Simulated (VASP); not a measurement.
Hf4N: single point with PBE+D3(BJ)

Hf4N, a slab with vacuum:

```
Hf N
1.0
     6.34235    0.00000    0.00000
     0.00000    5.01676    0.00000
     0.00000    0.00000   22.16652
Hf N
8 2
Cartesian
  0.0000 3.7626 4.0000
  3.1712 3.7626 4.0000
  1.5856 1.2542 4.9154
  4.7568 1.2542 4.9154
  1.5856 3.7626 6.5720
  4.7568 3.7626 6.5720
  0.0000 1.2542 7.4665
  3.1712 1.2542 7.4665
  1.5856 3.7626 11.0665
  1.5856 3.7626 12.1665
```

```
Program                : VASP 6.6.1
Task                   : single point
Functional             : PBE
Dispersion             : D3(BJ)
Potentials or basis    : VASP PAW PBE potentials, release 64 (Hf_pv, N)
Cutoff                 : 520 eV
k mesh                 : 4 × 6 × 1
Occupations            : gaussian, width 0.1 eV
Spin                   : no spin polarisation
Dipole correction      : yes
Further INCAR settings : ALGO = Fast; EDIFF = 1e-06; NBANDS = 56
```

The largest force is 2.197 eV/Å, the band gap on the k mesh is zero (bands 45 and 46 overlap by 0.46 eV) and the dispersion energy per atom is -0.208 eV.

Forces in eV/Å, atoms in the order of the input:
```
Hf   0.007  0.000  0.142
Hf  -0.007  0.000  0.142
Hf   0.000  0.000 -0.087
Hf   0.000  0.000 -0.063
Hf   0.000  0.000 -0.026
Hf   0.000  0.000 -0.015
Hf  -0.038  0.000 -0.051
Hf   0.038  0.000 -0.051
N    0.000  0.000 -2.188
N    0.000  0.000  2.197
```

Levels at points of the mesh, in eV from the Fermi level:
```tsv
k point	band 43	band 44	band 45	band 46	band 47	band 48
(0.00, 0.00, 0.00)	-0.40	-0.31	0.12	0.43	0.46	0.70
(0.50, 0.00, 0.00)	-0.42	-0.36	-0.35	-0.34	-0.32	0.22
(0.00, 0.50, 0.00)	-0.43	-0.28	-0.26	0.48	0.49	0.58
(0.50, 0.50, 0.00)	-0.17	-0.16	-0.16	0.04	0.06	0.06
```

Wall time 30 min on 1 thread of Oxide Virtual Turin-like Processor (shared host), peak memory 0.86 GiB.

Caveat: the standard files for N, O and F lose accuracy on very short bonds; spin-orbit coupling is left out, which moves the levels of the heavy elements.
